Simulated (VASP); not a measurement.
Input of a VASP 6.6.1 run:

File POSCAR:

```
Cr
1.0
    2.7140000000      0.0000000000      0.0000000000
   -1.3570000000      2.3503929459      0.0000000000
    0.0000000000      0.0000000000      4.4100000000
Cr
2
Direct
    0.6666666667      0.3333333333      0.7500000000
    0.3333333333      0.6666666667      0.2500000000
```

The input INCAR.step1:

```
PREC = Accurate
ENCUT = 520
EDIFF = 1E-6
ISMEAR = -1
SIGMA = 0.05
LREAL = F
LASPH = T
NELM = 150
ALGO = Normal
ISIF = 2
LWAVE = F
LCHARG = T
ISPIN = 2
MAGMOM = 3 3
LMAXMIX = 4
LDAU = T
LDAUTYPE = 2
LDAUL = 2
LDAUU = 4
LDAUJ = 0
LDAUPRINT = 1
NBANDS = 23
```

KPOINTS.step1

```
regular mesh
0
Gamma
  8 8 5
```

Contents of INCAR.step2:

```
PREC = Accurate
ENCUT = 520
EDIFF = 1E-6
ISMEAR = -5
SIGMA = 0.05
LREAL = F
LASPH = T
NELM = 150
ALGO = Normal
ISIF = 2
LWAVE = F
LCHARG = F
ISPIN = 2
MAGMOM = 3 3
LORBIT = 11
LMAXMIX = 4
LDAU = T
LDAUTYPE = 2
LDAUL = 2
LDAUU = 4
LDAUJ = 0
LDAUPRINT = 1
NBANDS = 23
NEDOS = 1001
ICHARG = 11
```

The input KPOINTS.step2:

```
regular mesh
0
Gamma
  12 12 8
```

Potentials or basis: VASP PAW LDA potentials, release 64 (Cr_pv).

Launch:

```sh
$ cat potpaw_LDA.64/Cr_pv/POTCAR > POTCAR
$ cp INCAR.step1 INCAR
$ cp KPOINTS.step1 KPOINTS
$ mpirun -np 1 vasp_std > vasp.out
$ cp INCAR.step2 INCAR
$ cp KPOINTS.step2 KPOINTS
$ mpirun -np 1 vasp_std > vasp.out
```

Task: What does it give for the net moment?

Result: 8.09 μB per cell.

Task: What does it give for the site moments?

Result: Cr +3.75 μB.

Eigenvalues of the final occupation matrices:
| site | spin | trace | eigenvalues |
| --- | --- | --- | --- |
| site 1 d | 1 | 3.98 | 0.76 0.77 0.77 0.84 0.84 |
| site 1 d | 2 | 0.26 | 0.04 0.05 0.05 0.06 0.06 |
| site 2 d | 1 | 3.98 | 0.76 0.77 0.77 0.84 0.84 |
| site 2 d | 2 | 0.26 | 0.04 0.05 0.05 0.06 0.06 |

Caveat: an empty level that is flat over the whole mesh can mark a ghost state of the potentials, or a narrow d or f band; the U is typed as a test and isn't derived for this compound. The state reached can hang on the start; a lower one may exist.
